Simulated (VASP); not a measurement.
Input of a VASP 6.6.1 run:

Contents of INCAR:

```
PREC = Accurate ; ENCUT = 520
EDIFF = 1E-6 ; ISMEAR = -1
SIGMA = 0.05 ; LREAL = False
LASPH = True ; NELM = 80
ALGO = Normal ; ISIF = 2
LWAVE = False ; LCHARG = False
GGA = PE ; NBANDS = 13
```

KPOINTS

```
Automatic mesh
0
Gamma
  14 14 14
```

File POSCAR:

```
W
1.0
    0.0000000000      2.0698140295      2.0698140295
    2.0698140295      0.0000000000      2.0698140295
    2.0698140295      2.0698140295      0.0000000000
W
1
Direct
    0.0000000000      0.0000000000      0.0000000000
```

Potentials or basis: VASP PAW PBE potentials, release 64 (W_sv).

Launch:

```bash
$ cat potpaw_PBE.64/W_sv/POTCAR > POTCAR
$ mpirun -np 1 vasp_std > vasp.out
```

What does it give for the band gap on the k mesh?

Zero (band 7 reaches 12.12 eV, above the bottom of band 8 at 8.98 eV).

Estimate the pressure.

-18.0 GPa.

Caveat: spin-orbit coupling is left out, which moves the levels of the heavy elements.
